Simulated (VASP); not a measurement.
# Re (Fm-3m) in VASP: further runs

Runs on Re. Level: HSE06. Tasks: single point.

Everything below comes from runs of VASP 6.6.1. Logs are shortened: lines on timing, memory, paths and dates and some standing lists are left out, and cuts for length are marked.

## 1. The cell of the first run

The structure is cubic, space group Fm-3m (No. 225). Conventional cell: a = 3.894 Å, b = 3.894 Å, c = 3.894 Å, α = 90.00°, β = 90.00°, γ = 90.00°. Re (site symmetry m-3m) has 12 Re at 2.75 Å within 3.6 Å.

This isn't the form of Re at room conditions, which is hcp.

## 2. Single point, HSE06

Input file POSCAR:

```
Re
1.0
    0.0000000000      1.9468452412      1.9468452412
    1.9468452412      0.0000000000      1.9468452412
    1.9468452412      1.9468452412      0.0000000000
Re
1
Direct
    0.0000000000      0.0000000000      0.0000000000
```

Input file INCAR.step1:

```
SYSTEM = Re
  PREC = Accurate
  ENCUT = 410
  EDIFF = 1E-5
  ISMEAR = -1
  SIGMA = 0.1
  LREAL = .False.
  LASPH = .True.
  NELM = 120
  ALGO = Normal
  ISIF = 2
  LWAVE = .True.
  LCHARG = .False.
  NBANDS = 14
  GGA = PE
  GGA_COMPAT = .False.
```

Input file INCAR.step2:

```
SYSTEM = Re
  PREC = Accurate
  ENCUT = 410
  EDIFF = 1E-6
  ISMEAR = -1
  SIGMA = 0.1
  LREAL = .False.
  LASPH = .True.
  NELM = 120
  ALGO = Normal
  ISIF = 2
  LWAVE = .False.
  LCHARG = .False.
  GGA = PE
  LHFCALC = .True.
  HFSCREEN = 0.2079
  PRECFOCK = Normal
  NBANDS = 14
  ISTART = 1
  GGA_COMPAT = .False.
```

Input file KPOINTS:

```
regular mesh
0
Gamma
  6 6 6
  0 0 0
```

Potentials or basis: VASP PAW PBE potentials, release 64 (Re_sv_GW).

Launch:

```bash
> cat potpaw_PBE.64/Re_sv_GW/POTCAR > POTCAR
> cp INCAR.step1 INCAR
> mpirun -np 1 vasp_std > vasp.out
> cp INCAR.step2 INCAR
> mpirun -np 1 vasp_std > vasp.out
```

OUTCAR:

```text
SYSTEM = Re
   PREC = Accurate
   ENCUT = 410
   EDIFF = 1E-6
   ISMEAR = -1
   LREAL = .False.
   LASPH = .True.
   NELM = 120
   ISIF = 2
   GGA = PE
   LHFCALC = .True.
   HFSCREEN = 0.2079
   PRECFOCK = Normal
   ISTART = 1

 ion  position               nearest neighbor table
   1  0.000  0.000  0.000-

  LATTYP: Found a face centered cubic cell.
 ALAT       =     3.8936904824

  Lattice vectors:

 A1 = (   0.0000000000,   1.9468452412,   1.9468452412)
 A2 = (   1.9468452412,   0.0000000000,   1.9468452412)
 A3 = (   1.9468452412,   1.9468452412,   0.0000000000)

Analysis of symmetry for initial positions (statically):
=====================================================================
 Subroutine PRICEL returns:
 Original cell was already a primitive cell.

 Routine SETGRP: Setting up the symmetry group for a
 face centered cubic supercell.

 Subroutine GETGRP returns: Found 48 space group operations
 (whereof 48 operations were pure point group operations)
 out of a pool of 48 trial point group operations.

The static configuration has the point symmetry O_h .

Analysis of symmetry for dynamics (positions and initial velocities):
=====================================================================
 Subroutine PRICEL returns:
 Original cell was already a primitive cell.

 Routine SETGRP: Setting up the symmetry group for a
 face centered cubic supercell.

 Subroutine GETGRP returns: Found 48 space group operations
 (whereof 48 operations were pure point group operations)
 out of a pool of 48 trial point group operations.

The dynamic configuration has the point symmetry O_h .

 Subroutine INISYM returns: Found 48 space group operations
 (whereof 48 operations are pure point group operations),
 and found     1 'primitive' translations

----------------------------------------------------------------------------------------

                                     Primitive cell

  volume of cell :      14.7579

  direct lattice vectors                    reciprocal lattice vectors
     0.000000000  1.946845241  1.946845241    -0.256825756  0.256825756  0.256825756
     1.946845241  0.000000000  1.946845241     0.256825756 -0.256825756  0.256825756
     1.946845241  1.946845241  0.000000000     0.256825756  0.256825756 -0.256825756

  length of vectors
     2.753254944  2.753254944  2.753254944     0.444835257  0.444835257  0.444835257

  position of ions in fractional coordinates (direct lattice)
     0.000000000  0.000000000  0.000000000

  ion indices of the primitive-cell ions
   primitive index   ion index
                 1           1

----------------------------------------------------------------------------------------

 KPOINTS: regular mesh

Automatic generation of k-mesh.
 Grid dimensions read from file:
 generate k-points for:    6    6    6

 Generating k-lattice:

  Cartesian coordinates                     Fractional coordinates (reciprocal lattice)
    -0.042804293  0.042804293  0.042804293     0.166666667  0.000000000  0.000000000
     0.042804293 -0.042804293  0.042804293     0.000000000  0.166666667  0.000000000
     0.042804293  0.042804293 -0.042804293     0.000000000  0.000000000  0.166666667

  Length of vectors
     0.074139210  0.074139210  0.074139210

  Shift w.r.t. Gamma in fractional coordinates (k-lattice)
     0.000000000  0.000000000  0.000000000

 Subroutine IBZKPT returns following result:
 ===========================================

 Found     16 irreducible k-points:

 Following reciprocal coordinates:
            Coordinates               Weight
  0.000000  0.000000  0.000000      1.000000
  0.166667  0.000000  0.000000      8.000000
  0.333333  0.000000  0.000000      8.000000
  0.500000  0.000000  0.000000      4.000000
  0.166667  0.166667  0.000000      6.000000
  0.333333  0.166667  0.000000     24.000000
[... 8 lines left out ...]
 -0.333333  0.333333  0.166667     24.000000
 -0.333333  0.500000  0.166667     12.000000
   k-points           NKPTS =     16   k-points in BZ     NKDIM =    216   number of bands    NBANDS=     14
   number of dos      NEDOS =    301   number of ions     NIONS =      1
   total plane-waves  NPLWV =   5832
   dimension x,y,z NGX =    18 NGY =   18 NGZ =   18
   dimension x,y,z NGXF=    36 NGYF=   36 NGZF=   36
   ions per type =               1
   NGX,Y,Z   is equivalent  to a cutoff of  10.87, 10.87, 10.87 a.u.
   NGXF,Y,Z  is equivalent  to a cutoff of  21.74, 21.74, 21.74 a.u.
 SYSTEM =  Re
   PREC   = accura    normal or accurate (medium, high low for compatibility)
   ISTART =      1    job   : 0-new  1-cont  2-samecut
   ICHARG =      0    charge: 1-file 2-atom 10-const
   ISPIN  =      1    spin polarized calculation?
   LNONCOLLINEAR =      F non collinear calculations
   LSORBIT =      F    spin-orbit coupling
   LASPH  =      T    aspherical Exc in radial PAW
   ENCUT  =  410.0 eV  30.13 Ry    5.49 a.u.   4.55  4.55  4.55*2*pi/ulx,y,z
   NELM   =    120;   NELMIN=  2; NELMDL=  0     # of ELM steps
   EDIFF  = 0.1E-05   stopping-criterion for ELM
   LREAL  =      F    real-space projection
   EDIFFG = 0.1E-04   stopping-criterion for IOM
   NSW    =      0    number of steps for IOM
   IBRION =     -1    ionic relax: 0-MD 1-quasi-New 2-CG
   NFREE  =      0    steps in history (QN), initial steepest desc. (CG)
   ISIF   =      2    stress and relaxation
   ISYM   =      3    0-nonsym 1-usesym 2-fastsym
   POTIM  = 0.5000    time-step for ionic-motion
   TEBEG  =    0.0;   TEEND  =   0.0 temperature during run
   PSTRESS=    0.0 pullay stress
   NELECT =      15.0000    total number of electrons
   NUPDOWN=      -1.0000    fix difference up-down
   EMIN   =  10.00;   EMAX   =-10.00  energy-range for DOS
   EFERMI =   0.00;   METHOD = LEGACY
   ISMEAR =    -1;   SIGMA  =   0.10  broadening in eV -4-tet -1-fermi 0-gaus
   EFERMI_NEDOS =   21; number of points for ismear=-14 and -15
   IALGO  =     38    algorithm
   IMIX   =      1    mixing-type and parameters
     AMIX     =   0.40;   BMIX     =  1.00
     AMIX_MAG =   1.60;   BMIX_MAG =  1.00
  volume/ion in A,a.u.               =      14.76        99.59
  Fermi-wavevector in a.u.,A,eV,Ry     =   1.646002  3.110494 36.862594  2.709324
  Thomas-Fermi vector in A             =   2.735704
   LORBIT       =      0    0 simple, 1 ext, 2 COOP (PROOUT), +10 PAW based schemes
   GGA     = PE    functional components
   LHFCALC =     T    Hartree Fock is set to
   PRECFOCK=normal    Normal, Fast or Accurate (Low or Medium for compatibility)
   ENCUT4O =  -1.0   cutoff for four orbital integrals eV
   NKREDX  =     1    reduce k-point grid by
   NKREDY  =     1    reduce k-point grid by
   NKREDZ  =     1    reduce k-point grid by
   AEXX    =    0.2500 exact exchange contribution
   HFSCREEN=    0.2079 screening length (either q_TF or 0.3 A-1)
   HFSCREENC=   0.2079 screening length for correlation (either q_TF or 0.3 A-1)
   ENCUTFOCK=  -1.0 apply spherical cutoff to Coloumb kernel
   IVDW    =     0    specifies the selected vdW correction
   LEPSILON=     F    determine dielectric tensor
   LRPA    =     F    only Hartree local field effects (RPA)
 non-spin polarized calculation
  energy-cutoff  :      410.00
  volume of cell :       14.76
 maximum number of plane-waves:       291
  NGX = 14; NGY = 14; NGZ = 14

 number of electron      15.0000003 magnetization

 Free energy of the ion-electron system (eV)
  ---------------------------------------------------
  ext. energy  EPLUGINS =         0.00000000
  ---------------------------------------------------
  free energy    TOTEN  =       -15.47735593 eV

  energy without entropy =      -15.46462244  energy(sigma->0) =      -15.47098918

 E-fermi :  12.8303     XC(G=0): -11.5368

 val. band max:       12.4385720368   @ k =   0.3333   0.1667   0.0000
 cond. band min:      12.8794966552   @ k =   0.1667   0.1667   0.0000
 fundamental gap:      0.4409246184
 Fermi energy:        12.8302635384

 k-point     1 :       0.0000    0.0000    0.0000
  band No.  band energies     occupation
      1     -71.4305      2.00000
      2     -31.0719      2.00000
      3     -31.0719      2.00000
      4     -31.0719      2.00000
      5       1.6129      2.00000
      6      10.6214      2.00000
      7      10.6214      2.00000
      8      10.6214      2.00000
      9      14.8254      0.00000
     10      14.8254      0.00000
     11      26.8759      0.00000
     12      32.7220      0.00000
     13      32.7220      0.00000
     14      32.7220      0.00000

 k-point     2 :       0.1667    0.0000    0.0000
  band No.  band energies     occupation
      1     -71.3915      2.00000
      2     -31.4468      2.00000
      3     -31.1202      2.00000
      4     -31.1202      2.00000
      5       2.9496      2.00000
      6       9.8981      2.00000
      7      11.1697      2.00000
      8      11.1697      2.00000
      9      14.4743      0.00000
     10      14.4743      0.00000
     11      28.6392      0.00000
     12      29.9909      0.00000
     13      35.0766      0.00000
     14      35.0766      0.00000

 k-point     3 :       0.3333    0.0000    0.0000
  band No.  band energies     occupation
      1     -71.3242      2.00000
      2     -32.1556      2.00000
      3     -31.2137      2.00000
      4     -31.2137      2.00000
      5       4.9480      2.00000
      6      10.5163      2.00000
      7      10.9927      2.00000
      8      10.9927      2.00000
      9      15.8635      0.00000
     10      15.8635      0.00000
     11      25.8058      0.00000
     12      29.9045      0.00000
     13      36.9770      0.00000
     14      36.9770      0.00000
[... 188 lines left out ...]
 k-point    15 :      -0.3333    0.3333    0.1667
  band No.  band energies     occupation
      1     -71.2501      2.00000
      2     -32.1713      2.00000
      3     -31.8181      2.00000
      4     -31.4657      2.00000
      5       7.9648      2.00000
      6       8.0060      2.00000
      7       9.8408      2.00000
      8      13.4768      0.00311
      9      16.8996      0.00000
     10      22.5875      0.00000
     11      22.6827      0.00000
     12      29.3613      0.00000
     13      30.4899      0.00000
     14      35.3020      0.00000

 k-point    16 :      -0.3333    0.5000    0.1667
  band No.  band energies     occupation
      1     -71.2385      2.00000
      2     -32.1984      2.00000
      3     -31.7887      2.00000
      4     -31.5969      2.00000
      5       6.7037      2.00000
      6       7.5079      2.00000
      7      11.3543      2.00000
      8      14.6803      0.00000
      9      18.1885      0.00000
     10      22.6339      0.00000
     11      24.2390      0.00000
     12      25.5996      0.00000
     13      29.4120      0.00000
     14      39.7994      0.00000

------------------------ aborting loop because EDIFF is reached ----------------------------------------

  FORCE on cell =-STRESS in cart. coord.  units (eV):
  Direction    XX          YY          ZZ          XY          YZ          ZX
  --------------------------------------------------------------------------------------
  -------------------------------------------------------------------------------------
  Total       -1.0547341     -1.0547341     -1.0547341      0.0000000     -0.0000000      0.0000000
  in kB     -114.5062716   -114.5062716   -114.5062716      0.0000000     -0.0000000      0.0000000
  external PRESSURE =    -114.5062716 kB  Pullay stress =       0.0000000 kB

 VOLUME and BASIS-vectors are now :
 -----------------------------------------------------------------------------
  energy-cutoff  :      410.00
  volume of cell :       14.76
      direct lattice vectors                 reciprocal lattice vectors
     0.000000000  1.946845241  1.946845241    -0.256825756  0.256825756  0.256825756
     1.946845241  0.000000000  1.946845241     0.256825756 -0.256825756  0.256825756
     1.946845241  1.946845241  0.000000000     0.256825756  0.256825756 -0.256825756

 POSITION                                       TOTAL-FORCE (eV/Angst)
 -----------------------------------------------------------------------------------
      0.00000      0.00000      0.00000        -0.000000      0.000000     -0.000000
 -----------------------------------------------------------------------------------
    total drift:                               -0.000000     -0.000000     -0.000000

  FREE ENERGIE OF THE ION-ELECTRON SYSTEM (eV)
  ---------------------------------------------------
  free  energy   TOTEN  =       -15.4773559305 eV

  energy  without entropy=      -15.4646224388  energy(sigma->0) =      -15.47098918
```

Run time: 12 min. Hardware: 1 thread of Intel Xeon Platinum 8488C (Sapphire Rapids), shared host; peak memory 0.22 GiB.

What came out:

- Free energy: -15.4774 eV
- Pressure: -11.5 GPa
- Band gap on the k mesh: zero (an odd number of electrons rules out a gap without spin polarisation)

Levels at points of the mesh, in eV from the Fermi level:
```csv
k point,band 5,band 6,band 7,band 8,band 9,band 10
"(0.00, 0.00, 0.00)",-11.22,-2.21,-2.21,-2.21,2.00,2.00
"(0.50, 0.00, 0.00)",-7.70,-2.27,-2.27,0.14,4.66,4.66
"(0.50, 0.50, 0.00)",-7.51,-6.72,2.98,4.79,5.34,5.34
```

Caveat: the k points lie up to 0.47 Å⁻¹ apart, too coarse for converged energies and pressures of a metal; the PAW data sets were made with another functional, which shifts forces and pressure a little; spin-orbit coupling is left out, which moves the levels of the heavy elements.

(Part 1 of 2 ends here.)

The gap in the log of VASP goes by the Fermi energy; the results here count the filled bands.